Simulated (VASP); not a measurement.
# BN (zincblende type) (R3m) in VASP: single point with PBE

Aim: the single point of BN (zincblende type) with PBE.

Everything below comes from runs of VASP 6.6.1. Logs are shortened: lines on timing, memory, paths and dates and some standing lists are left out, and cuts for length are marked.

### Step 1. The cell of the first run

Symmetry: R3m, No. 160, trigonal system. Conventional cell: a = 2.563 Å, b = 2.563 Å, c = 6.278 Å, α = 90.00°, β = 90.00°, γ = 120.00°. Within 1.8 Å of B (site symmetry 3m) lie 4 N at 1.37 to 1.65 Å. N (site symmetry 3m) has 4 B at 1.37 to 1.65 Å within 1.8 Å.

### Step 2. Single point, PBE (atom 1 (B) moved by [0.11547, 0.11547, 0.11547] A)

File INCAR:

```
SYSTEM = BN
ALGO = Normal ; EDIFF = 1E-6
ENCUT = 600 ; GGA = PE
GGA_COMPAT = .FALSE. ; ISIF = 2
ISMEAR = -1 ; LASPH = .TRUE.
LCHARG = .TRUE. ; LELF = .TRUE.
LREAL = .FALSE. ; LVHAR = .TRUE.
LWAVE = .FALSE. ; NBANDS = 11
NELM = 120 ; PREC = Accurate
SIGMA = 0.03
```

File KPOINTS:

```
k-points
0
G
  16 16 16
  0 0 0
```

File POSCAR:

```
BN
1.0
    0.0000000000      1.8123531719      1.8123531719
    1.8123531719      0.0000000000      1.8123531719
    1.8123531719      1.8123531719      0.0000000000
B N
1 1
Direct
    0.0318563737      0.0318563737      0.0318563737
    0.2500000000      0.2500000000      0.2500000000
```

Potentials or basis: VASP PAW PBE potentials, release 64 (B, N).

Launch:

```
cat potpaw_PBE.64/B/POTCAR potpaw_PBE.64/N/POTCAR > POTCAR
mpirun -np 1 vasp_std > vasp.out
```

OUTCAR:

```text
SYSTEM = BN
   EDIFF = 1E-6
   ENCUT = 600
   GGA = PE
   ISIF = 2
   ISMEAR = -1
   LASPH = .TRUE.
   LREAL = .FALSE.
   NELM = 120
   PREC = Accurate

 ion  position               nearest neighbor table
   1  0.032  0.032  0.032-   2 1.37   2 1.65   2 1.65   2 1.65
   2  0.250  0.250  0.250-   1 1.37   1 1.65   1 1.65   1 1.65

  LATTYP: Found a face centered cubic cell.
 ALAT       =     3.6247063438

  Lattice vectors:

 A1 = (   0.0000000000,   1.8123531719,   1.8123531719)
 A2 = (   1.8123531719,   0.0000000000,   1.8123531719)
 A3 = (   1.8123531719,   1.8123531719,   0.0000000000)

Analysis of symmetry for initial positions (statically):
=====================================================================
 Subroutine PRICEL returns:
 Original cell was already a primitive cell.

 Routine SETGRP: Setting up the symmetry group for a
 face centered cubic supercell.

 Subroutine GETGRP returns: Found  6 space group operations
 (whereof  6 operations were pure point group operations)
 out of a pool of 48 trial point group operations.

The static configuration has the point symmetry C_3v.

Analysis of symmetry for dynamics (positions and initial velocities):
=====================================================================
 Subroutine PRICEL returns:
 Original cell was already a primitive cell.

 Routine SETGRP: Setting up the symmetry group for a
 face centered cubic supercell.

 Subroutine GETGRP returns: Found  6 space group operations
 (whereof  6 operations were pure point group operations)
 out of a pool of 48 trial point group operations.

The dynamic configuration has the point symmetry C_3v.

 Subroutine INISYM returns: Found  6 space group operations
 (whereof  6 operations are pure point group operations),
 and found     1 'primitive' translations

----------------------------------------------------------------------------------------

                                     Primitive cell

  volume of cell :      11.9058

  direct lattice vectors                    reciprocal lattice vectors
     0.000000000  1.812353172  1.812353172    -0.275884418  0.275884418  0.275884418
     1.812353172  0.000000000  1.812353172     0.275884418 -0.275884418  0.275884418
     1.812353172  1.812353172  0.000000000     0.275884418  0.275884418 -0.275884418

  length of vectors
     2.563054436  2.563054436  2.563054436     0.477845829  0.477845829  0.477845829

  position of ions in fractional coordinates (direct lattice)
     0.031856374  0.031856374  0.031856374
     0.250000000  0.250000000  0.250000000

[... 84 lines left out ...]
   POTIM  = 0.5000    time-step for ionic-motion
   TEBEG  =    0.0;   TEEND  =   0.0 temperature during run
   PSTRESS=    0.0 pullay stress
   NELECT =       8.0000    total number of electrons
   NUPDOWN=      -1.0000    fix difference up-down
   EMIN   =  10.00;   EMAX   =-10.00  energy-range for DOS
   EFERMI =   0.00;   METHOD = LEGACY
   ISMEAR =    -1;   SIGMA  =   0.03  broadening in eV -4-tet -1-fermi 0-gaus
   EFERMI_NEDOS =   21; number of points for ismear=-14 and -15
   IALGO  =     38    algorithm
   IMIX   =      4    mixing-type and parameters
     AMIX     =   0.40;   BMIX     =  1.00
     AMIX_MAG =   1.60;   BMIX_MAG =  1.00
  volume/ion in A,a.u.               =       5.95        40.17
  Fermi-wavevector in a.u.,A,eV,Ry     =   1.433899  2.709677 27.974494  2.056067
  Thomas-Fermi vector in A             =   2.553367
   LORBIT       =      0    0 simple, 1 ext, 2 COOP (PROOUT), +10 PAW based schemes
   GGA     = PE    functional components
   LHFCALC =     F    Hartree Fock is set to
   AEXX    =    0.0000 exact exchange contribution
   IVDW    =     0    specifies the selected vdW correction
   LEPSILON=     F    determine dielectric tensor
   LRPA    =     F    only Hartree local field effects (RPA)
 non-spin polarized calculation
  energy-cutoff  :      600.00
  volume of cell :       11.91
 maximum number of plane-waves:       415
   NGX = 11   NGY = 11   NGZ = 11

 number of electron       7.9999999 magnetization

 Free energy of the ion-electron system (eV)
  ---------------------------------------------------
  ext. energy  EPLUGINS =         0.00000000
  ---------------------------------------------------
  free energy    TOTEN  =       -16.82886941 eV

  energy without entropy =      -16.82886941  energy(sigma->0) =      -16.82886941

 E-fermi :   8.6937     XC(G=0): -12.7764

 val. band max:        8.1889875860   @ k =   0.0000   0.0000   0.0000
 cond. band min:      11.3508575692   @ k =   0.5000   0.5000   0.0000
 fundamental gap:      3.1618699832
 Fermi energy:         8.6937406315

 k-point     1 :       0.0000    0.0000    0.0000
  band No.  band energies     occupation
      1     -12.8910      2.00000
      2       4.9743      2.00000
      3       8.1890      2.00000
      4       8.1890      2.00000
      5      15.3067      0.00000
      6      15.3067      0.00000
      7      16.8555      0.00000
      8      19.0688      0.00000
      9      31.5805      0.00000
     10      34.5148      0.00000
     11      34.5148      0.00000
[... 309 lines left out ...]
 k-point    24 :       0.1875    0.1250    0.1875
  band No.  band energies     occupation
      1     -12.1690      2.00000
      2       2.7986      2.00000
      3       6.7441      2.00000
      4       7.3931      2.00000
      5      15.9690      0.00000
      6      17.0200      0.00000
      7      17.4751      0.00000
      8      20.8550      0.00000
      9      28.3556      0.00000
     10      31.6458      0.00000
     11      31.9251      0.00000

 [... further k-points ...]

------------------------ aborting loop because EDIFF is reached ----------------------------------------

  FORCE on cell =-STRESS in cart. coord.  units (eV):
  Direction    XX          YY          ZZ          XY          YZ          ZX
  --------------------------------------------------------------------------------------
  -------------------------------------------------------------------------------------
  Total        1.1569421      1.1569421      1.1569421      0.9333422      0.9333422      0.9333422
  in kB      155.6910692    155.6910692    155.6910692    125.6009662    125.6009662    125.6009662
  external PRESSURE =     155.6910692 kB  Pullay stress =       0.0000000 kB

 VOLUME and BASIS-vectors are now :
 -----------------------------------------------------------------------------
  energy-cutoff  :      600.00
  volume of cell :       11.91
      direct lattice vectors                 reciprocal lattice vectors
     0.000000000  1.812353172  1.812353172    -0.275884418  0.275884418  0.275884418
     1.812353172  0.000000000  1.812353172     0.275884418 -0.275884418  0.275884418
     1.812353172  1.812353172  0.000000000     0.275884418  0.275884418 -0.275884418

 POSITION                                       TOTAL-FORCE (eV/Angst)
 -----------------------------------------------------------------------------------
      0.11547      0.11547      0.11547        -4.069622     -4.069622     -4.069622
      0.90618      0.90618      0.90618         4.069622      4.069622      4.069622
 -----------------------------------------------------------------------------------
    total drift:                                0.000164      0.000164      0.000164

  FREE ENERGIE OF THE ION-ELECTRON SYSTEM (eV)
  ---------------------------------------------------
  free  energy   TOTEN  =       -16.8288694100 eV

  energy  without entropy=      -16.8288694100  energy(sigma->0) =      -16.82886941
```

stdout:

```text
POSCAR found type information on POSCAR B N
 POSCAR found :  2 types and       2 ions
 scaLAPACK will be used
 LDA part: xc-table for (Slater+PW92), standard interpolation
 POSCAR, INCAR and KPOINTS ok, starting setup
 FFT: planning ... GRIDC
 FFT: planning ... GRID_SOFT
 FFT: planning ... GRID
 WAVECAR not read
 entering main loop
```

It took 79 s on 1 thread of Intel Xeon 8259CL, shared host; peak memory 0.17 GiB.

What came out:

| Quantity | Value |
| --- | --- |
| Free energy | -16.8289 eV |
| Pressure | 15.6 GPa |
| Largest force | 7.049 eV/Å |
| Band gap on the k mesh | 3.16 eV, indirect (least direct gap 7.12 eV) |

Forces on the atoms (eV/Å):
```
B   -4.070 -4.070 -4.070
N    4.070  4.070  4.070
```

Caveat: the cell differs from its parent crystal (atom 1 (B) moved by [0.11547, 0.11547, 0.11547] A); forces of over 1 eV/Å act on the atoms, so gaps and moduli don't describe the material at rest. A k mesh can miss the band edges.
